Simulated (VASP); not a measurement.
Write the native input for VASP 6.6.1 that does the following.

| Quantity | Value |
| --- | --- |
| Task | single point |
| Functional | PBEsol |
| Potentials or basis | VASP PAW PBE potentials, release 64 (Ca_sv, Se) |
| Cutoff | 500 eV |
| k mesh | 8 × 8 × 8 |
| Occupations | gaussian, width 0.02 eV |
| Spin | no spin polarisation |
| Dipole correction | no |
| Further INCAR settings | ALGO = Normal; EDIFF = 1e-06; NBANDS = 15 |

The structure of CaSe lies in POSCAR:

```
CaSe
1.0
    0.0000000000      2.8986831600      2.8986831600
    2.8986831600      0.0000000000      2.8986831600
    2.8986831600      2.8986831600      0.0000000000
Ca Se
1 1
Direct
    0.0000000000      0.0000000000      0.0000000000
    0.5000000000      0.5000000000      0.5000000000
```

This cell differs from its parent crystal: strained.

These files were run (other wordings do the same):

INCAR

```
SYSTEM = CaSe
PREC = Accurate
ENCUT = 500
EDIFF = 1E-6
ISMEAR = 0
SIGMA = 0.02
LREAL = .FALSE.
LASPH = .TRUE.
NELM = 120
ALGO = Normal
ISIF = 2
LWAVE = .FALSE.
LCHARG = .FALSE.
GGA = PS
NBANDS = 15
GGA_COMPAT = .FALSE.
```

KPOINTS

```
regular mesh
0
G
  8 8 8
  0 0 0
```

Potentials or basis: VASP PAW PBE potentials, release 64 (Ca_sv, Se).

Launch:

```console
$ cat potpaw_PBE.64/Ca_sv/POTCAR potpaw_PBE.64/Se/POTCAR > POTCAR
$ mpirun -np 1 vasp_std > vasp.out
```

It gave:

The pressure is 2.3 GPa. The band gap on the k mesh is 1.76 eV (least direct gap 2.77 eV).

Caveat: the cell differs from its parent crystal (strained); the PAW data sets were made with another functional, which shifts forces and pressure a little.

Wall time 30 s on 1 thread of Intel Xeon 8259CL, on a shared host, peak memory 0.18 GiB.
